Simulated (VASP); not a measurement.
Set up this calculation in VASP 6.6.1, as the native input.

| Item | Value |
| --- | --- |
| Task | single point |
| Functional | PBE |
| Potentials or basis | VASP PAW PBE potentials, release 64 (Al, Ni) |
| Cutoff | 520 eV |
| k mesh | 14 × 14 × 14 |
| Occupations | gaussian, width 0.15 eV |
| Spin | collinear spin, ferromagnetic start |
| Starting moments | [0.0, 0.75, 0.75, 0.75] μB |
| Fixed moment | 2.25 μB |
| Dipole correction | no |
| Further INCAR settings | ALGO = Fast; EDIFF = 1e-07; NBANDS = 28 |

The structure of AlNi3 lies in POSCAR:

```
AlNi3
1.0
    0.0000000000      2.7779734381      2.7779734381
    2.7779734381      0.0000000000      2.7779734381
    2.7779734381      2.7779734381      0.0000000000
Al Ni
1 3
Direct
    0.5000000000      0.5000000000      0.5000000000
    0.2500000000      0.2500000000      0.2500000000
    0.0000000000      0.0000000000      0.0000000000
    0.7500000000      0.7500000000      0.7500000000
```

The input as run:

INCAR

```
PREC = Accurate ; ENCUT = 520
EDIFF = 1E-7 ; ISMEAR = 0
SIGMA = 0.15 ; LREAL = F
LASPH = T ; NELM = 150
ALGO = Fast ; ISIF = 2
LWAVE = F ; LCHARG = T
ISPIN = 2 ; MAGMOM = 0 0.75 0.75 0.75
LORBIT = 11 ; NUPDOWN = 2.25
LMAXMIX = 4 ; GGA = PE
LELF = T ; LVHAR = T
NBANDS = 28
```

KPOINTS

```
Automatic mesh
0
Gamma
  14 14 14
```

Potentials or basis: VASP PAW PBE potentials, release 64 (Al, Ni).

The run is started by

```console
$ cat potpaw_PBE.64/Al/POTCAR potpaw_PBE.64/Ni/POTCAR > POTCAR
$ mpirun -np 1 vasp_std > vasp.out
```

Results of the run:

| Quantity | Value |
| --- | --- |
| Pressure | 17.2 GPa |
| Net moment | 2.25 μB per cell |
| Site moments | Al +0.03; Ni +0.66, +0.80 (each value once) μB |
| Valence electrons inside the program's atomic spheres | Al 0.85; Ni 9.49, 9.42 (each value once) |

Caveat: the cell stands under pressure; the total moment is fixed, so each spin has its own Fermi level.

It took 3.2 min on 1 thread of Intel(R) Xeon(R) Platinum 8559C (Emerald Rapids) (shared host), peak memory 0.31 GiB.
